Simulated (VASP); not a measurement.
A run of VASP 6.6.1 is set up as follows.

Contents of INCAR:

```
SYSTEM = BN
PREC = Accurate ; ENCUT = 520
EDIFF = 1E-8 ; ISMEAR = 0
SIGMA = 0.01 ; LREAL = .FALSE.
LASPH = .TRUE. ; NELM = 80
ALGO = Normal ; ISIF = 2
LWAVE = .FALSE. ; LCHARG = .FALSE.
GGA = PE ; IVDW = 12
IBRION = 6 ; NFREE = 2
POTIM = 0.015 ; NSW = 1
```

The input KPOINTS:

```
Automatic mesh
0
G
  12 12 12
  0 0 0
```

Contents of POSCAR:

```
BN
1.0
    1.2530563199      0.7234524036      3.2939237328
   -1.2530563199      0.7234524036      3.2939237328
    0.0000000000     -1.4469048072      3.2939237328
B N
1 1
Direct
    0.9996973421      0.9996973421      0.9996973421
    0.3327356579      0.3327356579      0.3327356579
```

Potentials or basis: VASP PAW PBE potentials, release 64 (B, N).

Launch:

```console
$ cat potpaw_PBE.64/B/POTCAR potpaw_PBE.64/N/POTCAR > POTCAR
$ mpirun -np 1 vasp_std > vasp.out
```

Predict the highest phonon frequency at Γ, LO-TO splitting left out.

1354 cm⁻¹.

Predict the dispersion energy per atom.

-0.142 eV.

Phonon frequencies in cm⁻¹ (negative: imaginary):
```
              q point          frequencies
(0.000, 0.000, 0.000)  0 0 0 749 1354 1354
```
